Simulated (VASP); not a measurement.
# PbSe in VASP: notebook, part 2 of 2

VASP 6.6.1. The steps go on from the part before.

## Step 4: Single point, r2SCAN

This run uses another cell than the first one, of 29.56 Å³/atom.

The input, POSCAR:

```
PbSe
1.0
    0.0075700204      3.0950678584      3.0956225864
    3.0965399872      0.0071222283      3.0960703785
    3.0962014984      3.0951771616      0.0074607171
Pb Se
1 1
Direct
   -0.0049988032     -0.0050008920     -0.0050904409
    0.5047657578      0.5059501698      0.5050334121
```

The input, INCAR.step1:

```
ALGO     = Normal         # electronic algorithm
EDIFF    = 1E-4           # SCF threshold, eV
ENCUT    = 520            # plane-wave cutoff, eV
GGA      = PE             # functional
ISMEAR   = -1             # smearing method
ISYM     = 0            
LASPH    = True           # aspherical terms in the spheres
LCHARG   = False          # write CHGCAR
LREAL    = False          # projectors in reciprocal space
LWAVE    = True           # write WAVECAR
NBANDS   = 17             # bands
NELM     = 60             # most SCF steps
PREC     = Accurate       # precision mode
SIGMA    = 0.1            # smearing width, eV
```

The input, INCAR.step2:

```
ALGO     = Normal         # electronic algorithm
EDIFF    = 1E-7           # SCF threshold, eV
ENCUT    = 520            # plane-wave cutoff, eV
ISIF     = 2              # what is computed and relaxed
ISMEAR   = -1             # smearing method
ISTART   = 1            
ISYM     = 0            
LASPH    = True           # aspherical terms in the spheres
LCHARG   = True           # write CHGCAR
LELF     = True           # ELF
LMIXTAU  = True         
LREAL    = False          # projectors in reciprocal space
LVHAR    = True         
LWAVE    = False          # write WAVECAR
METAGGA  = R2SCAN         # meta-GGA
NBANDS   = 17             # bands
NELM     = 60             # most SCF steps
PREC     = Accurate       # precision mode
SIGMA    = 0.1            # smearing width, eV
```

The input, KPOINTS:

```
Automatic mesh
0
Gamma
  5 5 5
  0.5 0.5 0.5
```

Potentials or basis: VASP PAW PBE potentials, release 64 (Pb_d, Se).

Run with:

```sh
$ cat potpaw_PBE.64/Pb_d/POTCAR potpaw_PBE.64/Se/POTCAR > POTCAR
$ cp INCAR.step1 INCAR
$ mpirun -np 1 vasp_std > vasp.out
$ cp INCAR.step2 INCAR
$ mpirun -np 1 vasp_std > vasp.out
```

OUTCAR:

```text
EDIFF = 1E-7
   ENCUT = 520
   ISIF = 2
   ISMEAR = -1
   ISTART = 1
   ISYM = 0
   LASPH = True
   LREAL = False
   METAGGA = R2SCAN
   NELM = 60
   PREC = Accurate

 ion  position               nearest neighbor table
   1  0.995  0.995  0.995-   2 3.03   2 3.03   2 3.03   2 3.15   2 3.16   2 3.16
   2  0.505  0.506  0.505-   1 3.03   1 3.03   1 3.03   1 3.15   1 3.16   1 3.16

IMPORTANT INFORMATION: All symmetrisations will be switched off!
NOSYMM: (Re-)initialisation of all symmetry stuff for point group C_1.

----------------------------------------------------------------------------------------

                                     Primitive cell

  volume of cell :      59.1267

  direct lattice vectors                    reciprocal lattice vectors
     0.007570020  3.095067858  3.095622586    -0.162072889  0.161736699  0.161725412
     3.096539987  0.007122228  3.096070378     0.161659805 -0.162103022  0.161678651
     3.096201498  3.095177162  0.007460717     0.161695175  0.161725307 -0.162091735

  length of vectors
     4.377485757  4.378842588  4.377972252     0.280323902  0.280269992  0.280310783

  position of ions in fractional coordinates (direct lattice)
     0.995001197  0.994999108  0.994909559
     0.504765758  0.505950170  0.505033412

  ion indices of the primitive-cell ions
   primitive index   ion index
                 1           1
                 2           2

----------------------------------------------------------------------------------------

 KPOINTS: Automatic mesh

Automatic generation of k-mesh.
 Grid dimensions read from file:
 generate k-points for:    5    5    5

 Generating k-lattice:

  Cartesian coordinates                     Fractional coordinates (reciprocal lattice)
    -0.032414578  0.032347340  0.032345082     0.200000000 -0.000000000  0.000000000
     0.032331961 -0.032420604  0.032335730    -0.000000000  0.200000000 -0.000000000
     0.032339035  0.032345061 -0.032418347     0.000000000 -0.000000000  0.200000000

  Length of vectors
     0.056064780  0.056053998  0.056062157

  Shift w.r.t. Gamma in fractional coordinates (k-lattice)
     0.500000000  0.500000000  0.500000000

 Subroutine IBZKPT returns following result:
 ===========================================

 Found     63 irreducible k-points:

 Following reciprocal coordinates:
            Coordinates               Weight
  0.100000  0.100000  0.100000      2.000000
  0.300000  0.100000  0.100000      2.000000
 -0.100000 -0.100000 -0.300000      2.000000
  0.500000  0.100000  0.100000      2.000000
 -0.100000 -0.100000  0.500000      2.000000
 -0.300000  0.100000  0.100000      2.000000
[... 16 lines left out ...]
 -0.100000  0.500000  0.500000      2.000000
 -0.300000  0.500000  0.100000      2.000000
 [... further k-points ...]
   k-points           NKPTS =     63   k-points in BZ     NKDIM =     63   number of bands    NBANDS=     17
   number of dos      NEDOS =    301   number of ions     NIONS =      2
   total plane-waves  NPLWV =  46656
   dimension x,y,z NGX =    36 NGY =   36 NGZ =   36
   dimension x,y,z NGXF=    72 NGYF=   72 NGZF=   72
   ions per type =               1   1
   NGX,Y,Z   is equivalent  to a cutoff of  13.67, 13.67, 13.67 a.u.
   NGXF,Y,Z  is equivalent  to a cutoff of  27.34, 27.34, 27.34 a.u.
 SYSTEM =  unknown system
   PREC   = accura    normal or accurate (medium, high low for compatibility)
   ISTART =      1    job   : 0-new  1-cont  2-samecut
   ICHARG =      0    charge: 1-file 2-atom 10-const
   ISPIN  =      1    spin polarized calculation?
   LNONCOLLINEAR =      F non collinear calculations
   LSORBIT =      F    spin-orbit coupling
   LASPH  =      T    aspherical Exc in radial PAW
   ENCUT  =  520.0 eV  38.22 Ry    6.18 a.u.   8.14  8.14  8.14*2*pi/ulx,y,z
   NELM   =     60;   NELMIN=  2; NELMDL=  0     # of ELM steps
   EDIFF  = 0.1E-06   stopping-criterion for ELM
   LREAL  =      F    real-space projection
   EDIFFG = 0.1E-05   stopping-criterion for IOM
   NSW    =      0    number of steps for IOM
   IBRION =     -1    ionic relax: 0-MD 1-quasi-New 2-CG
   NFREE  =      0    steps in history (QN), initial steepest desc. (CG)
   ISIF   =      2    stress and relaxation
   ISYM   =      0    0-nonsym 1-usesym 2-fastsym
   POTIM  = 0.5000    time-step for ionic-motion
   TEBEG  =    0.0;   TEEND  =   0.0 temperature during run
   PSTRESS=    0.0 pullay stress
   NELECT =      20.0000    total number of electrons
   NUPDOWN=      -1.0000    fix difference up-down
   EMIN   =  10.00;   EMAX   =-10.00  energy-range for DOS
   EFERMI =   0.00;   METHOD = LEGACY
   ISMEAR =    -1;   SIGMA  =   0.10  broadening in eV -4-tet -1-fermi 0-gaus
   EFERMI_NEDOS =   21; number of points for ismear=-14 and -15
   IALGO  =     38    algorithm
   IMIX   =      4    mixing-type and parameters
     AMIX     =   0.40;   BMIX     =  1.00
     AMIX_MAG =   1.60;   BMIX_MAG =  1.00
  volume/ion in A,a.u.               =      29.56       199.50
  Fermi-wavevector in a.u.,A,eV,Ry     =   1.140662  2.155539 17.702674  1.301110
  Thomas-Fermi vector in A             =   2.277364
   LORBIT       =      0    0 simple, 1 ext, 2 COOP (PROOUT), +10 PAW based schemes
   METAGGA = R2SCAN    functional components
   LHFCALC =     F    Hartree Fock is set to
   AEXX    =    0.0000 exact exchange contribution
   IVDW    =     0    specifies the selected vdW correction
   LEPSILON=     F    determine dielectric tensor
   LRPA    =     F    only Hartree local field effects (RPA)
 non-spin polarized calculation
  energy-cutoff  :      520.00
  volume of cell :       59.13
 maximum number of plane-waves:      1603
 NGX is ok and might be reduce to    36
   NGX = 17   NGY = 17   NGZ = 17

 number of electron      20.0000000 magnetization

 Free energy of the ion-electron system (eV)
  ---------------------------------------------------
  ext. energy  EPLUGINS =         0.00000000
  ---------------------------------------------------
  free energy    TOTEN  =       -71.93767145 eV

  energy without entropy =      -71.93736533  energy(sigma->0) =      -71.93751839

 E-fermi :   4.8681     XC(G=0):  -9.9140

 val. band max:        4.4331210623   @ k =   0.5000   0.5000   0.5000
 cond. band min:       5.2969950733   @ k =   0.5000   0.5000   0.5000
 fundamental gap:      0.8638740110
 Fermi energy:         4.8681153959

 k-point     1 :       0.1000    0.1000    0.1000
  band No.  band energies     occupation
      1     -12.8722      2.00000
      2     -12.8722      2.00000
      3     -12.8685      2.00000
      4     -12.8646      2.00000
      5     -12.8645      2.00000
      6      -9.2875      2.00000
[... 9 lines left out ...]
     16      11.8192      0.00000
     17      13.9494      0.00000

 k-point     2 :       0.3000    0.1000    0.1000
  band No.  band energies     occupation
      1     -12.8802      2.00000
      2     -12.8780      2.00000
      3     -12.8678      2.00000
      4     -12.8608      2.00000
      5     -12.8516      2.00000
      6      -8.9183      2.00000
[... 9 lines left out ...]
     16      13.5513      0.00000
     17      14.9257      0.00000

 k-point     3 :      -0.1000   -0.1000   -0.3000
  band No.  band energies     occupation
      1     -12.8802      2.00000
      2     -12.8780      2.00000
      3     -12.8678      2.00000
      4     -12.8608      2.00000
      5     -12.8516      2.00000
      6      -8.9184      2.00000
[... 392 lines left out ...]
 k-point    23 :      -0.1000    0.5000    0.5000
  band No.  band energies     occupation
      1     -12.9779      2.00000
      2     -12.8828      2.00000
      3     -12.8531      2.00000
      4     -12.8327      2.00000
      5     -12.8326      2.00000
      6      -8.0187      2.00000
[... 9 lines left out ...]
     16      16.6018      0.00000
     17      16.9872      0.00000

 k-point    24 :      -0.3000    0.5000    0.1000
  band No.  band energies     occupation
      1     -12.9605      2.00000
      2     -12.8740      2.00000
      3     -12.8618      2.00000
      4     -12.8430      2.00000
      5     -12.8321      2.00000
      6      -7.9979      2.00000
[... 9 lines left out ...]
     16      16.7613      0.00000
     17      16.9905      0.00000

 [... further k-points ...]

------------------------ aborting loop because EDIFF is reached ----------------------------------------

  FORCE on cell =-STRESS in cart. coord.  units (eV):
  Direction    XX          YY          ZZ          XY          YZ          ZX
  --------------------------------------------------------------------------------------
  -------------------------------------------------------------------------------------
  Total       -0.0044019      0.0038494      0.0002477     -0.0010747     -0.0009152     -0.0017630
  in kB       -0.1192811      0.1043073      0.0067123     -0.0291227     -0.0247988     -0.0477740
  external PRESSURE =      -0.0027538 kB  Pullay stress =       0.0000000 kB

 VOLUME and BASIS-vectors are now :
 -----------------------------------------------------------------------------
  energy-cutoff  :      520.00
  volume of cell :       59.13
      direct lattice vectors                 reciprocal lattice vectors
     0.007570020  3.095067858  3.095622586    -0.162072889  0.161736699  0.161725412
     3.096539987  0.007122228  3.096070378     0.161659805 -0.162103022  0.161678651
     3.096201498  3.095177162  0.007460717     0.161695175  0.161725307 -0.162091735

 POSITION                                       TOTAL-FORCE (eV/Angst)
 -----------------------------------------------------------------------------------
      6.16903      6.16610      6.16816         0.003171      0.002025      0.002903
      3.13420      3.12906      3.13279        -0.003171     -0.002025     -0.002903
 -----------------------------------------------------------------------------------
    total drift:                                0.000145      0.000135      0.000144

  FREE ENERGIE OF THE ION-ELECTRON SYSTEM (eV)
  ---------------------------------------------------
  free  energy   TOTEN  =       -71.9376714450 eV

  energy  without entropy=      -71.9373653307  energy(sigma->0) =      -71.93751839
```

Wall time 6.7 min (1 thread of AMD EPYC 7R13, shared host); peak memory 0.23 GiB.

What came out:

```yaml
Free_energy: -71.9377 eV
Pressure: 0.0 GPa
Largest_force: 0.005 eV/Å
Band_gap_on_the_k_mesh: 0.86 eV
```

Forces on the atoms (eV/Å):
```
Pb   0.003  0.002  0.003
Se  -0.003 -0.002 -0.003
```

Caveat: the PAW data sets were made with another functional, which shifts forces and pressure a little; spin-orbit coupling is left out, which moves the levels of the heavy elements; a shifted mesh leaves out Γ, where band edges can lie.

## Step 5: Relaxation of cell and atoms, r2SCAN

The input, POSCAR:

```
PbSe
1.0
    0.0000000000      3.1029050000      3.1029050000
    3.1029050000      0.0000000000      3.1029050000
    3.1029050000      3.1029050000      0.0000000000
Pb Se
1 1
Direct
    0.0000000000      0.0000000000      0.0000000000
    0.5000000000      0.5000000000      0.5000000000
```

The input, INCAR.step1:

```
ALGO = Normal
EDIFF = 1E-4
ENCUT = 600
GGA = PE
ISMEAR = -1
ISYM = 0
LASPH = True
LCHARG = False
LREAL = False
LWAVE = True
NELM = 60
PREC = Accurate
SIGMA = 0.1
```

The input, INCAR.step2:

```
ALGO = Normal
EDIFF = 1E-6
EDIFFG = -0.01
ENCUT = 600
IBRION = 2
ISIF = 3
ISMEAR = -1
ISTART = 1
ISYM = 0
LASPH = True
LCHARG = False
LMIXTAU = True
LREAL = False
LWAVE = False
METAGGA = R2SCAN
NELM = 60
NSW = 60
PREC = Accurate
SIGMA = 0.1
```

KPOINTS is that of step 4.

Run with:

```sh
$ cat potpaw_PBE.64/Pb_d/POTCAR potpaw_PBE.64/Se/POTCAR > POTCAR
$ cp INCAR.step1 INCAR
$ mpirun -np 1 vasp_std > vasp.out
$ cp INCAR.step2 INCAR
$ mpirun -np 1 vasp_std > vasp.out
```

Run time: 56 min. Hardware: 1 thread of AMD EPYC 7R13, shared host; peak memory 0.43 GiB.

The run converged. Its results:

| Item | Value |
| --- | --- |
| Free energy | -71.9384 eV |
| Relaxed volume | 29.49 Å³/atom |
| Relaxed cell | a = 4.369 Å, b = 4.369 Å, c = 4.369 Å, α = 60.00°, β = 60.00°, γ = 60.00° |
| Space group after relaxing (to 0.1 Å) | Fm-3m (No. 225) |
| Energy gained by relaxing | 0.8 meV/atom |
| Ionic steps | 3 |
| Pressure after relaxing | 0.0 GPa |
| Band gap on the k mesh | 0.67 eV |

The path:
| step | energy change (eV) | largest force (eV/Å) | pressure (GPa) | volume (Å³) |
| --- | --- | --- | --- | --- |
| 1 | 0.0000 | 0.0000 | -0.65 | 59.75 |
| 2 | -0.0014 | 0.0000 | 0.24 | 58.72 |
| 3 | -0.0016 | 0.0000 | 0.00 | 58.98 |

Final structure:
```xyz
2
Lattice="0.0000 3.0896 3.0896 3.0896 0.0000 3.0896 3.0896 3.0896 0.0000" Properties=species:S:1:pos:R:3 pbc="T T T"
Pb    3.0896    3.0896    0.0000
Se    3.0896    3.0896    3.0896
```

Levels at points of the mesh, in eV from the valence-band top:
```tsv
k point	band 6	band 7	band 8	band 9	band 10	band 11	band 12	band 13	band 14
(0.50, 0.50, 0.50)	-12.85	-8.88	-1.47	-1.47	0.00	0.67	2.00	2.00	9.07
(0.50, 0.00, 0.00)	-12.85	-8.88	-1.47	-1.47	0.00	0.67	2.00	2.00	9.07
(0.00, 0.00, 0.50)	-12.85	-8.88	-1.47	-1.47	0.00	0.67	2.00	2.00	9.07
(0.00, 0.50, 0.00)	-12.85	-8.88	-1.47	-1.47	0.00	0.67	2.00	2.00	9.07
```

Caveat: the PAW data sets were made with another functional, which shifts forces and pressure a little; spin-orbit coupling is left out, which moves the levels of the heavy elements; a shifted mesh leaves out Γ, where band edges can lie. A k mesh can miss the band edges.

## Step 6: Summary

```tsv
task	level	cell	k mesh	cutoff (eV)	gap on the mesh (eV)	pressure (GPa)	relaxed volume (Å³/atom)
relaxation of cell and atoms	PBEsol	relaxed from a = 4.388 Å, angles 60.0°, 2 atoms, atomic positions A	5 × 5 × 5	600	-	0.0	28.32
relaxation of cell and atoms	r2SCAN	relaxed from a = 4.388 Å, angles 60.0°, 2 atoms, atomic positions A	5 × 5 × 5	600	-	0.0	29.44
single point	r2SCAN	a = 4.377, b = 4.379 Å, angles 59.8°, 2 atoms, atomic positions B	5 × 5 × 5, shifted	520	0.86	0.0	-
relaxation of cell and atoms	r2SCAN	relaxed from a = 4.388 Å, angles 60.0°, 2 atoms, atomic positions A	5 × 5 × 5, shifted	600	0.67	0.0	29.49
```

Alike in all rows: potentials or basis VASP PAW PBE potentials, release 64 (Pb_d, Se); no spin polarisation; smearing fermi-dirac 0.1 eV.

Caveats: the PAW data sets were made with another functional, which shifts forces and pressure a little; spin-orbit coupling is left out, which moves the levels of the heavy elements; a shifted mesh leaves out Γ, where band edges can lie (at least some runs).

Absolute energies hang on the potentials; compare differences alone.
